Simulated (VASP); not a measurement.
# MgO (Imm2) in VASP: a series of runs

Runs on MgO. Level: PBE. Tasks: single point.

All numbers are computed with VASP 6.6.1; they aren't measurements. Logs are shortened: lines on timing, memory, paths and dates and some standing lists are left out, and cuts for length are marked.

### 1 The cell of the first run

It takes space group Imm2 (No. 44, orthorhombic). Conventional cell: a = 3.020 Å, b = 4.270 Å, c = 3.020 Å, α = 90.00°, β = 90.00°, γ = 90.00°. Within 2.7 Å of Mg (site symmetry mm2) lie 6 O at 2.07 to 2.21 Å. O (site symmetry mm2) has 6 Mg at 2.07 to 2.21 Å within 2.7 Å.

### 2 Single point, PBE (all O atoms moved -0.100 Å, as atom 2 along Cartesian [1 1 0])

File INCAR:

```
SYSTEM = MgO
PREC     = Accurate       ! precision mode
ENCUT    = 840            ! plane-wave cutoff, eV
EDIFF    = 1E-6           ! SCF threshold, eV
ISMEAR   = 0              ! smearing method
SIGMA    = 0.05           ! smearing width, eV
LREAL    = .False.        ! projectors in reciprocal space
LASPH    = .True.         ! aspherical terms in the spheres
NELM     = 120            ! most SCF steps
ALGO     = Normal         ! electronic algorithm
ISIF     = 2              ! what is computed and relaxed
LWAVE    = .False.        ! write WAVECAR
LCHARG   = .True.         ! write CHGCAR
GGA      = PE             ! functional
LELF     = .True.         ! ELF
LVHAR    = .True.       
NBANDS   = 15             ! bands
GGA_COMPAT= .False.
```

File KPOINTS:

```
regular mesh
0
Gamma
  10 10 10
  0 0 0
```

File POSCAR:

```
MgO
1.0
    0.0000000000      2.1351500000      2.1351500000
    2.1351500000      0.0000000000      2.1351500000
    2.1351500000      2.1351500000      0.0000000000
Mg O
1 1
Direct
    0.0000000000      0.0000000000      0.0000000000
    0.5000000000      0.5000000000      0.4668825712
```

Potentials or basis: VASP PAW PBE potentials, release 64 (Mg_sv, O).

On the command line:

```console
cat potpaw_PBE.64/Mg_sv/POTCAR potpaw_PBE.64/O/POTCAR > POTCAR
mpirun -np 1 vasp_std > vasp.out
```

OUTCAR:

```text
SYSTEM = MgO
   PREC = Accurate
   ENCUT = 840
   EDIFF = 1E-6
   ISMEAR = 0
   LREAL = .False.
   LASPH = .True.
   NELM = 120
   ISIF = 2
   GGA = PE

 ion  position               nearest neighbor table
   1  0.000  0.000  0.000-   2 2.07   2 2.07
   2  0.500  0.500  0.467-   1 2.07   1 2.07

  LATTYP: Found a face centered cubic cell.
 ALAT       =     4.2703000000

  Lattice vectors:

 A1 = (   0.0000000000,   2.1351500000,   2.1351500000)
 A2 = (   2.1351500000,   0.0000000000,   2.1351500000)
 A3 = (   2.1351500000,   2.1351500000,   0.0000000000)

Analysis of symmetry for initial positions (statically):
=====================================================================
 Subroutine PRICEL returns:
 Original cell was already a primitive cell.

 Routine SETGRP: Setting up the symmetry group for a
 face centered cubic supercell.

 Subroutine GETGRP returns: Found  4 space group operations
 (whereof  4 operations were pure point group operations)
 out of a pool of 48 trial point group operations.

The static configuration has the point symmetry C_2v.

Analysis of symmetry for dynamics (positions and initial velocities):
=====================================================================
 Subroutine PRICEL returns:
 Original cell was already a primitive cell.

 Routine SETGRP: Setting up the symmetry group for a
 face centered cubic supercell.

 Subroutine GETGRP returns: Found  4 space group operations
 (whereof  4 operations were pure point group operations)
 out of a pool of 48 trial point group operations.

The dynamic configuration has the point symmetry C_2v.

 Subroutine INISYM returns: Found  4 space group operations
 (whereof  4 operations are pure point group operations),
 and found     1 'primitive' translations

----------------------------------------------------------------------------------------

                                     Primitive cell

  volume of cell :      19.4677

  direct lattice vectors                    reciprocal lattice vectors
     0.000000000  2.135150000  2.135150000    -0.234175585  0.234175585  0.234175585
     2.135150000  0.000000000  2.135150000     0.234175585 -0.234175585  0.234175585
     2.135150000  2.135150000  0.000000000     0.234175585  0.234175585 -0.234175585

  length of vectors
     3.019558088  3.019558088  3.019558088     0.405604011  0.405604011  0.405604011

  position of ions in fractional coordinates (direct lattice)
     0.000000000  0.000000000  0.000000000
     0.500000000  0.500000000  0.466882571

  ion indices of the primitive-cell ions
[... 75 lines left out ...]
   EDIFF  = 0.1E-05   stopping-criterion for ELM
   LREAL  =      F    real-space projection
[... 7 lines left out ...]
   TEBEG  =    0.0;   TEEND  =   0.0 temperature during run
   PSTRESS=    0.0 pullay stress
   NELECT =      16.0000    total number of electrons
   NUPDOWN=      -1.0000    fix difference up-down
   EMIN   =  10.00;   EMAX   =-10.00  energy-range for DOS
   EFERMI =   0.00;   METHOD = LEGACY
   ISMEAR =     0;   SIGMA  =   0.05  broadening in eV -4-tet -1-fermi 0-gaus
   EFERMI_NEDOS =   21; number of points for ismear=-14 and -15
   IALGO  =     38    algorithm
   IMIX   =      4    mixing-type and parameters
     AMIX     =   0.40;   BMIX     =  1.00
     AMIX_MAG =   1.60;   BMIX_MAG =  1.00
  volume/ion in A,a.u.               =       9.73        65.69
  Fermi-wavevector in a.u.,A,eV,Ry     =   1.533474  2.897846 31.994681  2.351543
  Thomas-Fermi vector in A             =   2.640536
   LORBIT       =      0    0 simple, 1 ext, 2 COOP (PROOUT), +10 PAW based schemes
   GGA     = PE    functional components
   LHFCALC =     F    Hartree Fock is set to
   AEXX    =    0.0000 exact exchange contribution
   IVDW    =     0    specifies the selected vdW correction
   LEPSILON=     F    determine dielectric tensor
   LRPA    =     F    only Hartree local field effects (RPA)
 non-spin polarized calculation
 Gauss-broadening in eV      SIGMA  =   0.05
  energy-cutoff  :      840.00
  volume of cell :       19.47
 maximum number of plane-waves:      1091
 NGX is ok and might be reduce to    30
   NGX = 15   NGY = 15   NGZ = 15

 number of electron      15.9999993 magnetization

 Free energy of the ion-electron system (eV)
  ---------------------------------------------------
  ext. energy  EPLUGINS =         0.00000000
  ---------------------------------------------------
  free energy    TOTEN  =       -11.86135471 eV

  energy without entropy =      -11.86135471  energy(sigma->0) =      -11.86135471

 E-fermi :   2.9743     XC(G=0): -11.1816

 val. band max:        2.6184084302   @ k =   0.0000   0.0000   0.0000
 cond. band min:       6.9656555733   @ k =   0.0000   0.0000   0.0000
 fundamental gap:      4.3472471432
 Fermi energy:         2.9742558187

 k-point     1 :       0.0000    0.0000    0.0000
  band No.  band energies     occupation
      1     -69.7767      2.00000
      2     -36.5078      2.00000
      3     -36.5064      2.00000
      4     -36.5045      2.00000
      5     -14.4235      2.00000
      6       2.6019      2.00000
      7       2.6173      2.00000
      8       2.6184      2.00000
      9       6.9657      0.00000
     10      18.1939      0.00000
     11      18.2330      0.00000
     12      18.2520      0.00000
     13      21.9802      0.00000
     14      23.7486      0.00000
[... 401 lines left out ...]
      2     -36.5670      2.00000
      3     -36.5161      2.00000
      4     -36.5138      2.00000
      5     -13.4024      2.00000
      6      -1.1397      2.00000
      7       1.8510      2.00000
      8       1.9788      2.00000
      9      10.5365      0.00000
     10      14.4204      0.00000
     11      17.7796      0.00000
     12      18.9796      0.00000
     13      22.2580      0.00000
     14      24.5496      0.00000
     15      24.8101      0.00000

 [... further k-points ...]
[... 5 lines left out ...]
  --------------------------------------------------------------------------------------
  -------------------------------------------------------------------------------------
  Total       -0.0385837     -0.0385837     -0.2246433     -0.0264898      0.0000000      0.0000000
  in kB       -3.1754048     -3.1754048    -18.4879530     -2.1800846      0.0000000      0.0000000
  external PRESSURE =      -8.2795875 kB  Pullay stress =       0.0000000 kB

 VOLUME and BASIS-vectors are now :
 -----------------------------------------------------------------------------
  energy-cutoff  :      840.00
  volume of cell :       19.47
      direct lattice vectors                 reciprocal lattice vectors
     0.000000000  2.135150000  2.135150000    -0.234175585  0.234175585  0.234175585
     2.135150000  0.000000000  2.135150000     0.234175585 -0.234175585  0.234175585
     2.135150000  2.135150000  0.000000000     0.234175585  0.234175585 -0.234175585

 POSITION                                       TOTAL-FORCE (eV/Angst)
 -----------------------------------------------------------------------------------
      0.00000      0.00000      0.00000        -0.327534     -0.327534     -0.000000
      2.06444      2.06444      2.13515         0.327534      0.327534      0.000000
 -----------------------------------------------------------------------------------
    total drift:                                0.000552      0.000552     -0.000000

  FREE ENERGIE OF THE ION-ELECTRON SYSTEM (eV)
  ---------------------------------------------------
  free  energy   TOTEN  =       -11.8613547149 eV

  energy  without entropy=      -11.8613547149  energy(sigma->0) =      -11.86135471
```

It took 40 s on 1 thread of AMD EPYC 9R45 (Zen 5), shared host; peak memory 0.2 GiB.

What came out:

```
Free energy            : -11.8614 eV
Pressure               : -0.8 GPa
Largest force          : 0.463 eV/Å
Band gap on the k mesh : 4.35 eV
```

Forces in eV/Å, atoms in the order of the input:
```
Mg  -0.328 -0.328  0.000
O    0.328  0.328  0.000
```

Levels at points of the mesh, in eV from the valence-band top:
| k point | band 6 | band 7 | band 8 | band 9 | band 10 | band 11 |
| --- | --- | --- | --- | --- | --- | --- |
| (0.00, 0.00, 0.00) | -0.02 | 0.00 | 0.00 | 4.35 | 15.58 | 15.61 |
| (0.50, 0.00, 0.00) | -4.43 | -0.61 | -0.59 | 7.64 | 12.10 | 15.90 |
| (0.00, 0.00, 0.50) | -4.42 | -0.62 | -0.60 | 7.67 | 12.13 | 15.91 |
| (0.50, 0.50, 0.00) | -3.88 | -1.29 | -1.28 | 9.11 | 9.52 | 12.68 |
| (0.00, 0.50, 0.50) | -3.88 | -1.28 | -1.28 | 9.09 | 9.51 | 12.68 |

Caveat: the cell differs from its parent crystal (all O atoms moved -0.100 Å, as atom 2 along Cartesian [1 1 0]).

### 3 Single point, PBE (all O atoms moved +0.037 Å, as atom 2 along Cartesian [1 1 0])

File INCAR:

```
  PREC = Accurate
  ENCUT = 840
  EDIFF = 1E-6
  ISMEAR = 0
  SIGMA = 0.05
  LREAL = F
  LASPH = T
  NELM = 120
  ALGO = Normal
  ISIF = 2
  LWAVE = F
  LCHARG = F
  GGA = PE
  NBANDS = 15
  GGA_COMPAT = F
```

File KPOINTS:

```
Automatic mesh
0
Gamma
  10 10 10
```

Changes to POSCAR since step 2:

```diff
@@ -9,2 +9,2 @@
     0.0000000000      0.0000000000      0.0000000000
-    0.5000000000      0.5000000000      0.4668825712
+    0.5000000000      0.5000000000      0.5124190358
```

Potentials or basis: VASP PAW PBE potentials, release 64 (Mg_sv, O).

On the command line:

```console
cat potpaw_PBE.64/Mg_sv/POTCAR potpaw_PBE.64/O/POTCAR > POTCAR
mpirun -np 1 vasp_std > vasp.out
```

OUTCAR:

```text
PREC = Accurate
   ENCUT = 840
   EDIFF = 1E-6
   ISMEAR = 0
   LREAL = F
   LASPH = T
   NELM = 120
   ISIF = 2
   GGA = PE

 ion  position               nearest neighbor table
   1  0.000  0.000  0.000-   2 2.11   2 2.11
   2  0.500  0.500  0.512-   1 2.11   1 2.11

  LATTYP: Found a face centered cubic cell.
 ALAT       =     4.2703000000

  Lattice vectors:

 A1 = (   0.0000000000,   2.1351500000,   2.1351500000)
 A2 = (   2.1351500000,   0.0000000000,   2.1351500000)
 A3 = (   2.1351500000,   2.1351500000,   0.0000000000)

Analysis of symmetry for initial positions (statically):
=====================================================================
 Subroutine PRICEL returns:
 Original cell was already a primitive cell.

 Routine SETGRP: Setting up the symmetry group for a
 face centered cubic supercell.

 Subroutine GETGRP returns: Found  4 space group operations
 (whereof  4 operations were pure point group operations)
 out of a pool of 48 trial point group operations.

The static configuration has the point symmetry C_2v.

Analysis of symmetry for dynamics (positions and initial velocities):
=====================================================================
 Subroutine PRICEL returns:
[... 167 lines left out ...]
      1     -69.7859      2.00000
      2     -36.5156      2.00000
      3     -36.5154      2.00000
      4     -36.5151      2.00000
      5     -14.4191      2.00000
      6       2.6226      2.00000
      7       2.6247      2.00000
      8       2.6249      2.00000
      9       6.9747      0.00000
     10      18.1967      0.00000
     11      18.2021      0.00000
     12      18.2049      0.00000
     13      21.9994      0.00000
     14      23.7389      0.00000
[... 401 lines left out ...]
      2     -36.5751      2.00000
      3     -36.5247      2.00000
      4     -36.5243      2.00000
      5     -13.3959      2.00000
      6      -1.1388      2.00000
      7       1.8626      2.00000
      8       1.9833      2.00000
      9      10.5375      0.00000
     10      14.4338      0.00000
     11      17.7950      0.00000
     12      18.9464      0.00000
     13      22.2438      0.00000
     14      24.5855      0.00000
     15      24.7484      0.00000

 [... further k-points ...]
[... 5 lines left out ...]
  --------------------------------------------------------------------------------------
  -------------------------------------------------------------------------------------
  Total       -0.1800468     -0.1800468     -0.2062238     -0.0036066      0.0000000      0.0000000
  in kB      -14.8177041    -14.8177041    -16.9720443     -0.2968161      0.0000000      0.0000000
  external PRESSURE =     -15.5358175 kB  Pullay stress =       0.0000000 kB

 VOLUME and BASIS-vectors are now :
 -----------------------------------------------------------------------------
  energy-cutoff  :      840.00
  volume of cell :       19.47
      direct lattice vectors                 reciprocal lattice vectors
     0.000000000  2.135150000  2.135150000    -0.234175585  0.234175585  0.234175585
     2.135150000  0.000000000  2.135150000     0.234175585 -0.234175585  0.234175585
     2.135150000  2.135150000  0.000000000     0.234175585  0.234175585 -0.234175585

 POSITION                                       TOTAL-FORCE (eV/Angst)
 -----------------------------------------------------------------------------------
      0.00000      0.00000      0.00000         0.120942      0.120942     -0.000000
      2.16167      2.16167      2.13515        -0.120942     -0.120942      0.000000
 -----------------------------------------------------------------------------------
    total drift:                               -0.000284     -0.000284      0.000000

  FREE ENERGIE OF THE ION-ELECTRON SYSTEM (eV)
  ---------------------------------------------------
  free  energy   TOTEN  =       -11.8811233470 eV

  energy  without entropy=      -11.8811233470  energy(sigma->0) =      -11.88112335
```

It took 38 s on 1 thread of AMD EPYC 9R45 (Zen 5), shared host; peak memory 0.2 GiB.

What came out:

| Property | Result |
| --- | --- |
| Free energy | -11.8811 eV |
| Pressure | -1.6 GPa |
| Largest force | 0.171 eV/Å |
| Band gap on the k mesh | 4.35 eV |

Forces in eV/Å, atoms in the order of the input:
```
Mg   0.121  0.121  0.000
O   -0.121 -0.121  0.000
```

Caveat: the cell differs from its parent crystal (all O atoms moved +0.037 Å, as atom 2 along Cartesian [1 1 0]).
